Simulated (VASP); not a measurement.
# WF2 (P4_2/mnm) in VASP: settings compared

The runs below take WF2 through single point, with r2SCAN, PBEsol.

Everything below comes from runs of VASP 6.6.1. Logs are shortened: lines on timing, memory, paths and dates and some standing lists are left out, and cuts for length are marked.

### 1 The cell of the first run

The structure is tetragonal, space group P4_2/mnm (No. 136). Conventional cell: a = 5.438 Å, b = 5.438 Å, c = 2.633 Å, α = 90.00°, β = 90.00°, γ = 90.00°. W (site symmetry mmm) has 6 F at 2.14 to 2.15 Å and 2 W at 2.63 Å within 2.8 Å. Within 2.8 Å of F (site symmetry m2m) lie 3 W at 2.14 to 2.15 Å and 2 F at 2.63 Å.

### 2 Single point, r2SCAN

The input, POSCAR:

```
WF2
1.0
    5.4382448701      0.0000000000      0.0000000000
    0.0000000000      5.4382448701      0.0000000000
    0.0000000000      0.0000000000      2.6333749419
W F
2 4
Direct
    0.0000000000      0.0000000000      0.0000000000
    0.5000000000      0.5000000000      0.5000000000
    0.2783836547      0.2783836547      0.0000000000
    0.7216163453      0.7216163453      0.0000000000
    0.7783836547      0.2216163453      0.5000000000
    0.2216163453      0.7783836547      0.5000000000
```

The input, INCAR.step1:

```
SYSTEM = WF2
PREC = Accurate ; ENCUT = 520
ISMEAR = 0 ; SIGMA = 0.1
LREAL = .False. ; LASPH = .True.
NELM = 100 ; NBANDS = 37
GGA = PE ; ALGO = Normal
EDIFF = 1E-4 ; LWAVE = .True.
LCHARG = .False.
```

The input, INCAR.step2:

```
SYSTEM = WF2
PREC = Accurate ; ENCUT = 520
EDIFF = 1E-6 ; ISMEAR = 0
SIGMA = 0.1 ; LREAL = .False.
LASPH = .True. ; NELM = 100
ALGO = Normal ; ISIF = 2
LWAVE = .False. ; LCHARG = .False.
METAGGA = R2SCAN ; LMIXTAU = .True.
NBANDS = 37 ; ISTART = 1
```

The input, KPOINTS:

```
regular mesh
0
Gamma
  8 8 14
  0 0 0
```

Potentials or basis: VASP PAW PBE potentials, release 64 (W_sv, F).

Command:

```sh
$ cat potpaw_PBE.64/W_sv/POTCAR potpaw_PBE.64/F/POTCAR > POTCAR
$ cp INCAR.step1 INCAR
$ mpirun -np 1 vasp_std > vasp.out
$ cp INCAR.step2 INCAR
$ mpirun -np 1 vasp_std > vasp.out
```

OUTCAR:

```text
SYSTEM = WF2
   PREC = Accurate
   ENCUT = 520
   EDIFF = 1E-6
   ISMEAR = 0
   LREAL = .False.
   LASPH = .True.
   NELM = 100
   ISIF = 2
   METAGGA = R2SCAN
   ISTART = 1

 ion  position               nearest neighbor table
   1  0.000  0.000  0.000-   3 2.14   4 2.14   5 2.15   6 2.15   5 2.15   6 2.15
   2  0.500  0.500  0.500-   5 2.14   6 2.14   3 2.15   4 2.15   3 2.15   4 2.15
   3  0.278  0.278  0.000-   1 2.14   2 2.15   2 2.15
   4  0.722  0.722  0.000-   1 2.14   2 2.15   2 2.15
   5  0.778  0.222  0.500-   2 2.14   1 2.15   1 2.15
   6  0.222  0.778  0.500-   2 2.14   1 2.15   1 2.15

  LATTYP: Found a simple tetragonal cell.
 ALAT       =     5.4382448701
 C/A-ratio  =     0.4842325060

  Lattice vectors:

 A1 = (   5.4382448701,   0.0000000000,   0.0000000000)
 A2 = (   0.0000000000,   5.4382448701,   0.0000000000)
 A3 = (   0.0000000000,   0.0000000000,   2.6333749419)

Analysis of symmetry for initial positions (statically):
=====================================================================
 Subroutine PRICEL returns:
 Original cell was already a primitive cell.

 Routine SETGRP: Setting up the symmetry group for a
 simple tetragonal supercell.

 Subroutine GETGRP returns: Found 16 space group operations
 (whereof  8 operations were pure point group operations)
 out of a pool of 16 trial point group operations.

The static configuration has the point symmetry D_2h.
 The point group associated with its full space group is D_4h.

Analysis of symmetry for dynamics (positions and initial velocities):
=====================================================================
 Subroutine PRICEL returns:
 Original cell was already a primitive cell.

 Routine SETGRP: Setting up the symmetry group for a
 simple tetragonal supercell.

 Subroutine GETGRP returns: Found 16 space group operations
 (whereof  8 operations were pure point group operations)
 out of a pool of 16 trial point group operations.

The dynamic configuration has the point symmetry D_2h.
 The point group associated with its full space group is D_4h.

 Subroutine INISYM returns: Found 16 space group operations
 (whereof  8 operations are pure point group operations),
 and found     1 'primitive' translations

----------------------------------------------------------------------------------------

                                     Primitive cell

[... 93 lines left out ...]
   LNONCOLLINEAR =      F non collinear calculations
   LSORBIT =      F    spin-orbit coupling
   LASPH  =      T    aspherical Exc in radial PAW
   ENCUT  =  520.0 eV  38.22 Ry    6.18 a.u.  10.11 10.11  4.90*2*pi/ulx,y,z
   NELM   =    100;   NELMIN=  2; NELMDL=  0     # of ELM steps
   EDIFF  = 0.1E-05   stopping-criterion for ELM
   LREAL  =      F    real-space projection
   EDIFFG = 0.1E-04   stopping-criterion for IOM
   NSW    =      0    number of steps for IOM
   IBRION =     -1    ionic relax: 0-MD 1-quasi-New 2-CG
   NFREE  =      0    steps in history (QN), initial steepest desc. (CG)
   ISIF   =      2    stress and relaxation
   ISYM   =      2    0-nonsym 1-usesym 2-fastsym
   POTIM  = 0.5000    time-step for ionic-motion
   TEBEG  =    0.0;   TEEND  =   0.0 temperature during run
   PSTRESS=    0.0 pullay stress
   NELECT =      56.0000    total number of electrons
   NUPDOWN=      -1.0000    fix difference up-down
   EMIN   =  10.00;   EMAX   =-10.00  energy-range for DOS
   EFERMI =   0.00;   METHOD = LEGACY
   ISMEAR =     0;   SIGMA  =   0.10  broadening in eV -4-tet -1-fermi 0-gaus
   EFERMI_NEDOS =   21; number of points for ismear=-14 and -15
   IALGO  =     38    algorithm
   IMIX   =      4    mixing-type and parameters
     AMIX     =   0.40;   BMIX     =  1.00
     AMIX_MAG =   1.60;   BMIX_MAG =  1.00
  volume/ion in A,a.u.               =      12.98        87.59
  Fermi-wavevector in a.u.,A,eV,Ry     =   1.466653  2.771573 29.267106  2.151072
  Thomas-Fermi vector in A             =   2.582365
   LORBIT       =      0    0 simple, 1 ext, 2 COOP (PROOUT), +10 PAW based schemes
   METAGGA = R2SCAN    functional components
   LHFCALC =     F    Hartree Fock is set to
   AEXX    =    0.0000 exact exchange contribution
   IVDW    =     0    specifies the selected vdW correction
   LEPSILON=     F    determine dielectric tensor
   LRPA    =     F    only Hartree local field effects (RPA)
 non-spin polarized calculation
 Gauss-broadening in eV      SIGMA  =   0.10
  energy-cutoff  :      520.00
  volume of cell :       77.88
 maximum number of plane-waves:      2130
   NGX = 21   NGY = 21   NGZ =  9

 number of electron      55.9999986 magnetization

 Free energy of the ion-electron system (eV)
  ---------------------------------------------------
  ext. energy  EPLUGINS =         0.00000000
  ---------------------------------------------------
  free energy    TOTEN  =      -121.44007385 eV

  energy without entropy =     -121.42001672  energy(sigma->0) =     -121.43004529

 E-fermi :   6.8316     XC(G=0): -11.4497

 val. band max:        6.8290652523   @ k =   0.3750   0.3750   0.0714
 cond. band min:       6.8388878237   @ k =   0.3750   0.3750   0.0000
 fundamental gap:      0.0098225714
 Fermi energy:         6.8315614454

 k-point     1 :       0.0000    0.0000    0.0000
  band No.  band energies     occupation
      1     -70.1341      2.00000
      2     -70.1328      2.00000
      3     -34.0581      2.00000
      4     -34.0581      2.00000
      5     -33.7025      2.00000
      6     -33.7025      2.00000
[... 949 lines left out ...]
     36      10.2514      0.00000
     37      13.2484      0.00000

 [... further k-points ...]
[... 5 lines left out ...]
  --------------------------------------------------------------------------------------
  -------------------------------------------------------------------------------------
  Total        2.3274482      2.3274482      1.2961360     -0.0000000      0.0000000      0.0000000
  in kB       47.8806880     47.8806880     26.6643460     -0.0000000      0.0000000      0.0000000
  external PRESSURE =      40.8085740 kB  Pullay stress =       0.0000000 kB

 VOLUME and BASIS-vectors are now :
 -----------------------------------------------------------------------------
  energy-cutoff  :      520.00
  volume of cell :       77.88
      direct lattice vectors                 reciprocal lattice vectors
     5.438244870  0.000000000  0.000000000     0.183882856  0.000000000  0.000000000
     0.000000000  5.438244870  0.000000000     0.000000000  0.183882856  0.000000000
     0.000000000  0.000000000  2.633374942     0.000000000  0.000000000  0.379740835

 POSITION                                       TOTAL-FORCE (eV/Angst)
 -----------------------------------------------------------------------------------
      0.00000      0.00000      0.00000         0.000000     -0.000000      0.000000
      2.71912      2.71912      1.31669         0.000000     -0.000000      0.000000
      1.51392      1.51392      0.00000        -0.110328     -0.110328      0.000000
      3.92433      3.92433      0.00000         0.110328      0.110328     -0.000000
      4.23304      1.20520      1.31669        -0.110328      0.110328      0.000000
      1.20520      4.23304      1.31669         0.110328     -0.110328      0.000000
 -----------------------------------------------------------------------------------
    total drift:                                0.000000     -0.000000     -0.000000

  FREE ENERGIE OF THE ION-ELECTRON SYSTEM (eV)
  ---------------------------------------------------
  free  energy   TOTEN  =      -121.4400738524 eV

  energy  without entropy=     -121.4200167203  energy(sigma->0) =     -121.43004529
```

OUTCAR.step1:

```text
SYSTEM = WF2
   PREC = Accurate
   ENCUT = 520
   ISMEAR = 0
   LREAL = .False.
   LASPH = .True.
   NELM = 100
[... 1198 lines left out ...]
      3.92433      3.92433      0.00000         0.110107      0.110107      0.000000
      4.23304      1.20520      1.31669        -0.110107      0.110107      0.000000
      1.20520      4.23304      1.31669         0.110107     -0.110107     -0.000000
 -----------------------------------------------------------------------------------
    total drift:                                0.000000     -0.000000     -0.000000

  FREE ENERGIE OF THE ION-ELECTRON SYSTEM (eV)
  ---------------------------------------------------
  free  energy   TOTEN  =       -38.2243782876 eV

  energy  without entropy=      -38.2023123028  energy(sigma->0) =      -38.21334530
```

It took 5.3 min on 1 thread of Intel Xeon 6975P-C (Granite Rapids), shared host; peak memory 0.37 GiB.

Results:

```yaml
Free_energy: -121.4401 eV
Pressure: 4.1 GPa
Largest_force: 0.156 eV/Å
Band_gap_on_the_k_mesh: zero (bands 28 and 29 overlap by 0.98 eV)
```

Forces on the atoms (eV/Å):
```
W    0.000  0.000  0.000
W    0.000  0.000  0.000
F   -0.110 -0.110  0.000
F    0.110  0.110  0.000
F   -0.110  0.110  0.000
F    0.110 -0.110  0.000
```

Levels at points of the mesh, in eV from the Fermi level:
```
           k point  band 24  band 25  band 26  band 27  band 28  band 29  band 30  band 31  band 32  band 33
(0.00, 0.00, 0.00)    -7.77    -4.59    -4.47    -1.11    -0.09     0.70     1.33     1.89     1.89     3.40
(0.50, 0.00, 0.00)    -7.95    -4.28    -4.28    -0.18    -0.18     1.83     1.83     2.13     2.13     2.47
(0.50, 0.50, 0.00)    -7.89    -4.51    -4.51    -0.11    -0.11     1.36     1.36     1.91     1.91     3.38
(0.00, 0.00, 0.50)    -8.43    -2.18    -2.18    -0.24    -0.24     1.93     1.93     2.52     2.52     3.41
(0.50, 0.00, 0.50)    -8.28    -2.49    -2.49    -0.19    -0.19     0.93     0.93     2.86     2.86     4.69
(0.50, 0.50, 0.50)    -8.26    -2.26    -2.26    -0.29    -0.29     1.80     1.80     2.67     2.67     3.60
```

Caveat: the cell stands under pressure; the PAW data sets were made with another functional, which shifts forces and pressure a little; spin-orbit coupling is left out, which moves the levels of the heavy elements.

### 3 Single point, PBEsol, collinear spin

This run uses another cell than the first one, of 12.46 Å³/atom.

The input, INCAR:

```
  PREC = Accurate
  ENCUT = 520
  EDIFF = 1E-6
  ISMEAR = 0
  SIGMA = 0.1
  LREAL = False
  LASPH = True
  NELM = 150
  ALGO = Fast
  ISIF = 2
  LWAVE = False
  LCHARG = False
  ISPIN = 2
  MAGMOM = 2.5 2.5 0 0 0 0
  LORBIT = 11
  LMAXMIX = 4
  GGA = PS
  NBANDS = 41
```

The input, KPOINTS:

```
regular mesh
0
Gamma
  8 8 14
```

The input, POSCAR:

```
WF2
1.0
    5.3647460659      0.0000000000      0.0000000000
    0.0000000000      5.3647460659      0.0000000000
    0.0000000000      0.0000000000      2.5977844294
W F
2 4
Direct
    0.0000000000      0.0000000000      0.0000000000
    0.5000000000      0.5000000000      0.5000000000
    0.2783836548      0.2783836548      0.0000000000
    0.7216163452      0.7216163452      0.0000000000
    0.7783836548      0.2216163452      0.5000000000
    0.2216163452      0.7783836548      0.5000000000
```

Potentials or basis: VASP PAW PBE potentials, release 64 (W_sv, F).

Command:

```sh
$ cat potpaw_PBE.64/W_sv/POTCAR potpaw_PBE.64/F/POTCAR > POTCAR
$ mpirun -np 1 vasp_std > vasp.out
```

It took 21 min on 1 thread of Oxide Virtual Turin-like, shared host; peak memory 0.53 GiB.

It converged, with:

| Property | Result |
| --- | --- |
| Free energy | -40.4700 eV |
| Pressure | 9.1 GPa |
| Largest force | 0.194 eV/Å |
| Net moment | 0.83 μB per cell |
| Site moments | W +0.32; F +0.02 μB |
| Valence electrons inside the program's atomic spheres | W 12.04; F 6.09 |

Forces in eV/Å, atoms in the order of the input:
```
W    0.000  0.000  0.000
W    0.000  0.000  0.000
F   -0.137 -0.137  0.000
F    0.137  0.137  0.000
F   -0.137  0.137  0.000
F    0.137 -0.137  0.000
```

Stress tensor (GPa, compression positive):
```
 8.51  0.00  0.00
 0.00  8.51  0.00
 0.00  0.00 10.18
```

Levels at points of the mesh, in eV from the Fermi level:
Spin up:
```tsv
k point	band 24	band 25	band 26	band 27	band 28	band 29	band 30	band 31	band 32	band 33
(0.00, 0.00, 0.00)	-7.72	-4.66	-4.60	-1.53	-0.66	0.49	0.67	1.62	1.62	3.01
(0.50, 0.00, 0.00)	-7.91	-4.36	-4.36	-0.48	-0.48	1.28	1.28	1.91	1.91	1.98
(0.50, 0.50, 0.00)	-7.84	-4.61	-4.61	-0.39	-0.39	0.73	0.73	1.64	1.64	2.98
(0.00, 0.00, 0.50)	-8.43	-2.39	-2.39	-0.58	-0.58	1.46	1.46	2.05	2.05	3.06
(0.50, 0.00, 0.50)	-8.26	-2.78	-2.78	-0.51	-0.51	0.34	0.34	2.57	2.57	4.32
(0.50, 0.50, 0.50)	-8.24	-2.48	-2.48	-0.65	-0.65	1.32	1.32	2.30	2.30	3.15
```
Spin down:
| k point | band 26 | band 27 | band 28 | band 29 | band 30 | band 31 |
| --- | --- | --- | --- | --- | --- | --- |
| (0.00, 0.00, 0.00) | -4.49 | -1.02 | -0.45 | 0.81 | 0.94 | 1.80 |
| (0.50, 0.00, 0.00) | -4.27 | -0.01 | -0.01 | 1.45 | 1.45 | 2.04 |
| (0.50, 0.50, 0.00) | -4.52 | 0.08 | 0.08 | 0.92 | 0.92 | 1.83 |
| (0.00, 0.00, 0.50) | -2.25 | -0.06 | -0.06 | 1.59 | 1.59 | 2.18 |
| (0.50, 0.00, 0.50) | -2.61 | -0.03 | -0.03 | 0.53 | 0.53 | 2.75 |
| (0.50, 0.50, 0.50) | -2.34 | -0.13 | -0.13 | 1.46 | 1.46 | 2.46 |

Caveat: the cell stands under pressure; the PAW data sets were made with another functional, which shifts forces and pressure a little; spin-orbit coupling is left out, which moves the levels of the heavy elements.
